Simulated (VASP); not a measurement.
# Co (P6_3/mmc) in VASP: a series of runs

Co is run at these levels: PBE; tasks: single point.

Program: VASP 6.6.1. These are calculated values, not measurements. Logs are shortened: lines on timing, memory, paths and dates and some standing lists are left out, and cuts for length are marked.

### Step 1. The cell of the first run

Symmetry: P6_3/mmc, No. 194, hexagonal system. The conventional cell has a = 2.507 Å, b = 2.507 Å, c = 4.069 Å, α = 90.00°, β = 90.00°, γ = 120.00°. Co (site symmetry -6m2) has 12 Co at 2.50 to 2.51 Å within 3.3 Å.

### Step 2. Single point, PBE, non-collinear spin, typed start, spin-orbit coupling

INCAR reads:

```
SYSTEM = Co
PREC = Accurate ; ENCUT = 520
EDIFF = 1E-7 ; ISMEAR = -1
SIGMA = 0.1 ; LREAL = .FALSE.
LASPH = .TRUE. ; NELM = 150
ALGO = Normal ; ISIF = 2
LWAVE = .FALSE. ; LCHARG = .TRUE.
MAGMOM = 2 0 0 2 0 0 ; LORBIT = 11
LSORBIT = .TRUE. ; GGA_COMPAT = .FALSE.
LORBMOM = .TRUE. ; LMAXMIX = 4
GGA = PE ; LVHAR = .TRUE.
NBANDS = 30
```

KPOINTS reads:

```
regular mesh
0
G
  10 10 6
  0 0 0
```

POSCAR reads:

```
Co
1.0
    2.5070000000      0.0000000000      0.0000000000
   -1.2535000000      2.1711256873      0.0000000000
    0.0000000000      0.0000000000      4.0690000000
Co
2
Direct
    0.3333333333      0.6666666667      0.2500000000
    0.6666666667      0.3333333333      0.7500000000
```

Potentials or basis: VASP PAW PBE potentials, release 64 (Co).

Command:

```bash
$ cat potpaw_PBE.64/Co/POTCAR > POTCAR
$ mpirun -np 1 vasp_ncl > vasp.out
```

OUTCAR:

```text
SYSTEM = Co
   PREC = Accurate
   ENCUT = 520
   EDIFF = 1E-7
   ISMEAR = -1
   LREAL = .FALSE.
   LASPH = .TRUE.
   NELM = 150
   ISIF = 2
   LORBIT = 11
   LSORBIT = .TRUE.
   GGA = PE

 ion  position               nearest neighbor table
   1  0.333  0.667  0.250-   2 2.50   2 2.50   2 2.50   2 2.50   2 2.50   2 2.50
   2  0.667  0.333  0.750-   1 2.50   1 2.50   1 2.50   1 2.50   1 2.50   1 2.50

  LATTYP: Found a hexagonal cell.
 ALAT       =     2.5070000000
 C/A-ratio  =     1.6230554448

  Lattice vectors:

 A1 = (   2.5070000000,   0.0000000000,   0.0000000000)
 A2 = (  -1.2535000000,   2.1711256873,   0.0000000000)
 A3 = (   0.0000000000,   0.0000000000,   4.0690000000)

Analysis of symmetry for initial positions (statically):
=====================================================================
 Subroutine PRICEL returns:
 Original cell was already a primitive cell.

 Routine SETGRP: Setting up the symmetry group for a
 hexagonal supercell.

 Subroutine GETGRP returns: Found 24 space group operations
 (whereof 12 operations were pure point group operations)
 out of a pool of 24 trial point group operations.

The static configuration has the point symmetry D_3d.
 The point group associated with its full space group is D_6h.

Analysis of symmetry for dynamics (positions and initial velocities):
=====================================================================
 Subroutine PRICEL returns:
 Original cell was already a primitive cell.

 Routine SETGRP: Setting up the symmetry group for a
 hexagonal supercell.

 Subroutine GETGRP returns: Found 24 space group operations
 (whereof 12 operations were pure point group operations)
 out of a pool of 24 trial point group operations.

The dynamic configuration has the point symmetry D_3d.
 The point group associated with its full space group is D_6h.

Analysis of structural, dynamic, and magnetic symmetry:
=====================================================================
 Subroutine PRICEL returns:
 Original cell was already a primitive cell.

 Routine SETGRP: Setting up the symmetry group for a
 hexagonal supercell.

 Subroutine GETGRP returns: Found  4 space group operations
 (whereof  4 operations were pure point group operations)
 out of a pool of 24 trial point group operations.

The overall configuration has the point symmetry C_2h.

 Subroutine INISYM returns: Found  4 space group operations
 (whereof  4 operations are pure point group operations),
 and found     1 'primitive' translations

----------------------------------------------------------------------------------------

                                     Primitive cell

  volume of cell :      22.1476

  direct lattice vectors                    reciprocal lattice vectors
     2.507000000  0.000000000  0.000000000     0.398883127  0.230295281  0.000000000
    -1.253500000  2.171125687  0.000000000     0.000000000  0.460590562  0.000000000
     0.000000000  0.000000000  4.069000000     0.000000000  0.000000000  0.245760629

  length of vectors
     2.507000000  2.507000000  4.069000000     0.460590562  0.460590562  0.245760629

  position of ions in fractional coordinates (direct lattice)
     0.333333333  0.666666667  0.250000000
     0.666666667  0.333333333  0.750000000

  ion indices of the primitive-cell ions
   primitive index   ion index
                 1           1
                 2           2

----------------------------------------------------------------------------------------

 KPOINTS: regular mesh

Automatic generation of k-mesh.
 Grid dimensions read from file:
 generate k-points for:   10   10    6

 Generating k-lattice:

  Cartesian coordinates                     Fractional coordinates (reciprocal lattice)
[... 89 lines left out ...]
   LEPSILON=     F    determine dielectric tensor
   LRPA    =     F    only Hartree local field effects (RPA)
  energy-cutoff  :      520.00
  volume of cell :       22.15
 maximum number of plane-waves:      1220
   NGX =  9   NGY =  9   NGZ = 15

 number of electron      18.0000002 magnetization       3.3011716     -0.0000000     -0.0000000

 number of electron      18.0000002 magnetization       3.3011705      0.0000000      0.0000000

 number of electron      18.0000002 magnetization       3.3011700     -0.0000000      0.0000000

 Free energy of the ion-electron system (eV)
  ---------------------------------------------------
  ext. energy  EPLUGINS =         0.00000000
  ---------------------------------------------------
  free energy    TOTEN  =       -14.11431312 eV

  energy without entropy =      -14.05283428  energy(sigma->0) =      -14.08357370

 E-fermi :   9.9603     XC(G=0): -13.2847

 val. band max:        9.9515360110   @ k =   0.3000  -0.2000   0.1667
 cond. band min:       9.9663414116   @ k =   0.1000  -0.3000   0.3333
 fundamental gap:      0.0148054006
 Fermi energy:         9.9602576665

 k-point     1 :       0.0000    0.0000    0.0000
  band No.  band energies     occupation
      1       1.1742      1.00000
      2       1.1800      1.00000
      3       4.9151      1.00000
      4       5.8891      1.00000
      5       7.3451      1.00000
      6       7.3850      1.00000
[... 781 lines left out ...]
     29      21.2014      0.00000
     30      21.6652      0.00000

 [... further k-points ...]
[... 5 lines left out ...]
  --------------------------------------------------------------------------------------
  -------------------------------------------------------------------------------------
  Total       -0.4755427     -0.4757126     -0.6334465      0.0000000     -0.0008458      0.0000000
  in kB      -34.4011609    -34.4134501    -45.8240592      0.0000000     -0.0611859      0.0000000
  external PRESSURE =     -38.2128901 kB  Pullay stress =       0.0000000 kB

 VOLUME and BASIS-vectors are now :
 -----------------------------------------------------------------------------
  energy-cutoff  :      520.00
  volume of cell :       22.15
      direct lattice vectors                 reciprocal lattice vectors
     2.507000000  0.000000000  0.000000000     0.398883127  0.230295281  0.000000000
    -1.253500000  2.171125687  0.000000000     0.000000000  0.460590562  0.000000000
     0.000000000  0.000000000  4.069000000     0.000000000  0.000000000  0.245760629

 POSITION                                       TOTAL-FORCE (eV/Angst)
 -----------------------------------------------------------------------------------
     -0.00000      1.44742      1.01725        -0.000000     -0.003345     -0.000567
      1.25350      0.72371      3.05175         0.000000      0.003345      0.000567
 -----------------------------------------------------------------------------------
    total drift:                                0.000000     -0.000000      0.000000

  FREE ENERGIE OF THE ION-ELECTRON SYSTEM (eV)
  ---------------------------------------------------
  free  energy   TOTEN  =       -14.1143131157 eV

  energy  without entropy=      -14.0528342763  energy(sigma->0) =      -14.08357370

 orbital moment (x)

 # of ion     p       d       tot
 ----------------------------------------
  1         0.001   0.081   0.082
  2         0.001   0.081   0.082
 ----------------------------------------
            0.001   0.162   0.163

 orbital moment (y)

 # of ion     p       d       tot
 ----------------------------------------
  1         0.000  -0.000  -0.000
  2         0.000  -0.000  -0.000
 ----------------------------------------
            0.000  -0.000  -0.000

 orbital moment (z)

 # of ion     p       d       tot
 ----------------------------------------
  1         0.000   0.000   0.000
  2         0.000   0.000   0.000
 ----------------------------------------
            0.000   0.000   0.000

 Spin-Orbit-Coupling matrix elements

 Ion:    1  E_soc:     -0.0160838
 l=   1
     0.0000000    -0.0003647    -0.0003628
    -0.0003647     0.0000000    -0.0003632
    -0.0003628    -0.0003632     0.0000000
 l=   2
     0.0000000    -0.0004599     0.0000000    -0.0005189    -0.0017654
    -0.0004599     0.0000000    -0.0014822    -0.0004749    -0.0005184
     0.0000000    -0.0014822     0.0000000    -0.0012717     0.0000000
    -0.0005189    -0.0004749    -0.0012717     0.0000000    -0.0004598
    -0.0017654    -0.0005184     0.0000000    -0.0004598     0.0000000
 l=   3
     0.0000000     0.0000000     0.0000000     0.0000000     0.0000000     0.0000000     0.0000000
     0.0000000     0.0000000     0.0000000     0.0000000     0.0000000     0.0000000     0.0000000
     0.0000000     0.0000000     0.0000000     0.0000000     0.0000000     0.0000000     0.0000000
     0.0000000     0.0000000     0.0000000     0.0000000     0.0000000     0.0000000     0.0000000
     0.0000000     0.0000000     0.0000000     0.0000000     0.0000000     0.0000000     0.0000000
     0.0000000     0.0000000     0.0000000     0.0000000     0.0000000     0.0000000     0.0000000
     0.0000000     0.0000000     0.0000000     0.0000000     0.0000000     0.0000000     0.0000000

 Ion:    2  E_soc:     -0.0160838
 l=   1
     0.0000000    -0.0003647    -0.0003628
    -0.0003647     0.0000000    -0.0003632
    -0.0003628    -0.0003632     0.0000000
 l=   2
     0.0000000    -0.0004599     0.0000000    -0.0005189    -0.0017654
    -0.0004599     0.0000000    -0.0014822    -0.0004749    -0.0005184
     0.0000000    -0.0014822     0.0000000    -0.0012717     0.0000000
    -0.0005189    -0.0004749    -0.0012717     0.0000000    -0.0004598
    -0.0017654    -0.0005184     0.0000000    -0.0004598     0.0000000
 l=   3
     0.0000000     0.0000000     0.0000000     0.0000000     0.0000000     0.0000000     0.0000000
     0.0000000     0.0000000     0.0000000     0.0000000     0.0000000     0.0000000     0.0000000
     0.0000000     0.0000000     0.0000000     0.0000000     0.0000000     0.0000000     0.0000000
     0.0000000     0.0000000     0.0000000     0.0000000     0.0000000     0.0000000     0.0000000
     0.0000000     0.0000000     0.0000000     0.0000000     0.0000000     0.0000000     0.0000000
     0.0000000     0.0000000     0.0000000     0.0000000     0.0000000     0.0000000     0.0000000
     0.0000000     0.0000000     0.0000000     0.0000000     0.0000000     0.0000000     0.0000000

 total charge

# of ion       s       p       d       tot
------------------------------------------
    1        0.481   0.505   7.246   8.233
    2        0.481   0.505   7.246   8.233
--------------------------------------------------
tot          0.962   1.011  14.493  16.466

 magnetization (x)

# of ion       s       p       d       tot
------------------------------------------
    1       -0.013  -0.052   1.738   1.673
    2       -0.013  -0.052   1.738   1.673
--------------------------------------------------
tot         -0.026  -0.103   3.476   3.346

 magnetization (y)

# of ion       s       p       d       tot
------------------------------------------
    1        0.000   0.000   0.000   0.000
    2        0.000   0.000   0.000   0.000
--------------------------------------------------
tot          0.000   0.000   0.000   0.000

 magnetization (z)

# of ion       s       p       d       tot
------------------------------------------
    1        0.000   0.000   0.000   0.000
    2        0.000   0.000   0.000   0.000
--------------------------------------------------
tot          0.000   0.000   0.000   0.000
```

Run time: 8.7 min. Hardware: 1 thread of Intel Xeon Platinum 8488C (Sapphire Rapids), shared host; peak memory 0.3 GiB.

What came out:

```yaml
Free_energy: -14.1143 eV
Pressure: -3.8 GPa
Largest_force: 0.003 eV/Å
Net_moment: 3.30 μB per cell
Valence_electrons_inside_the_program's_atomic_spheres: Co 8.23
```

Forces in eV/Å, atoms in the order of the input:
```
Co   0.000 -0.003 -0.001
Co   0.000  0.003  0.001
```

Moments on the atoms (μB; x, y, z):
```
Co  1.67 0.00 0.00
Co  1.67 0.00 0.00
```

Caveat: the cell stands under tension.

### Step 3. Single point, PBE, non-collinear spin, typed start, spin-orbit coupling

INCAR reads:

```
SYSTEM = Co
  ALGO = Normal
  EDIFF = 1E-6
  ENCUT = 520
  GGA = PE
  GGA_COMPAT = .False.
  ISIF = 2
  ISMEAR = -1
  LASPH = .True.
  LCHARG = .False.
  LMAXMIX = 4
  LORBIT = 11
  LORBMOM = .True.
  LREAL = .False.
  LSORBIT = .True.
  LWAVE = .False.
  MAGMOM = 0 0 2 0 0 2
  NBANDS = 30
  NELM = 150
  PREC = Accurate
  SIGMA = 0.1
```

KPOINTS reads:

```
k-points
0
Gamma
  10 10 6
  0 0 0
```

POSCAR is that of step 2.

Potentials or basis: VASP PAW PBE potentials, release 64 (Co).

Command:

```bash
$ cat potpaw_PBE.64/Co/POTCAR > POTCAR
$ mpirun -np 1 vasp_ncl > vasp.out
```

Wall time 2.7 min (1 thread of Intel Xeon Platinum 8488C (Sapphire Rapids), shared host); peak memory 0.23 GiB.

Results (log left out):

| Property | Result |
| --- | --- |
| Free energy | -14.1143 eV |
| Pressure | -3.8 GPa |
| Net moment | 3.30 μB per cell |
| Valence electrons inside the program's atomic spheres | Co 8.23 |

Stress tensor (GPa, compression positive):
```
-3.40  0.00  0.00
 0.00 -3.40  0.00
 0.00  0.00 -4.55
```

Moments on the atoms (μB; x, y, z):
```
Co  0.00 0.00 1.67
Co  0.00 0.00 1.67
```

Caveat: the cell stands under tension.
